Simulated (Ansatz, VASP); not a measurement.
GaBi2O3 in VASP and in Ansatz

The input INCAR:

```
PREC     = Accurate       # precision mode
ENCUT    = 600            # plane-wave cutoff, eV
EDIFF    = 1E-7           # SCF threshold, eV
ISMEAR   = 0              # smearing method
SIGMA    = 0.1            # smearing width, eV
LREAL    = False          # projectors in reciprocal space
LASPH    = True           # aspherical terms in the spheres
NELM     = 80             # most SCF steps
ALGO     = Normal         # electronic algorithm
ISIF     = 3              # what is computed and relaxed
LWAVE    = False          # write WAVECAR
LCHARG   = False          # write CHGCAR
GGA      = PE             # functional
IBRION   = 2              # ionic algorithm
NSW      = 100            # ionic steps
EDIFFG   = -0.01          # ionic threshold
```

Contents of KPOINTS:

```
regular mesh
0
Gamma
  10 10 4
```

Contents of POSCAR:

```
GaBi2O3
1.0
    3.1879578556      0.0000000000      0.0000000000
    0.0000000000      3.1879578556      0.0000000000
    0.0000000000      0.0000000000     10.9680412648
Ga Bi O
1 2 3
Direct
    0.0000000000      0.0000000000      0.0000000000
    0.0000000000      0.0000000000      0.6898897023
    0.0000000000      0.0000000000      0.3101102977
    0.0000000000      0.5000000000      0.9048544957
    0.5000000000      0.0000000000      0.0951455043
    0.0000000000      0.0000000000      0.5000000000
```

Input for Ansatz:

```yaml
crystal:
  lattice:
    - [3.1879578556, 0.0, 0.0]
    - [0.0, 3.1879578556, 0.0]
    - [0.0, 0.0, 10.9680412648]
  atoms:
    - { symbol: Ga, position: [0.0, 0.0, 0.0] }
    - { symbol: Bi, position: [0.0, 0.0, 0.6898897023] }
    - { symbol: Bi, position: [0.0, 0.0, 0.3101102977] }
    - { symbol: O, position: [0.0, 0.5, 0.9048544957] }
    - { symbol: O, position: [0.5, 0.0, 0.0951455043] }
    - { symbol: O, position: [0.0, 0.0, 0.5] }
basis:
  ecutwfc: 420
kpoints:
  mp_grid: { grid: [10, 10, 4] }
hamiltonian:
  xc: pbe
scf:
  occupations: { method: gaussian, width: 0.1 }
output:
  forces: true
  stress: true
  eigenvalues: true
relax:
  adjacent_minimum: "off"
  f_tol: 0.01
  max_steps: 80
  cell: { stress_tol: 0.05 }
```

Alike in both runs: task relaxation of cell and atoms; functional PBE; k mesh 10 × 10 × 4; occupations gaussian, width 0.1 eV; no spin polarisation.

|  | VASP | Ansatz |
| --- | --- | --- |
| version | VASP 6.6.1 | Ansatz 0.2.0 |
| potentials or method | VASP PAW PBE potentials, release 64 (Ga_d, Bi_d, O), cutoff 600 eV | scalar-relativistic, plane waves, PAW |
| valence electrons in the cell | 61 | 61 |

```tsv
	VASP	Ansatz	Ansatz less VASP
gap on the k mesh at the Fermi level, each at its own relaxed structure (eV)	none	none	-
relaxed volume (Å³/atom)	18.51	18.52	+0.010
relaxed cell length with the largest relative difference (Å)	3.180	3.182	+0.0012
```

A gap of «none» marks a metal or a gap that the smearing closes.

Spin-orbit coupling is off throughout.
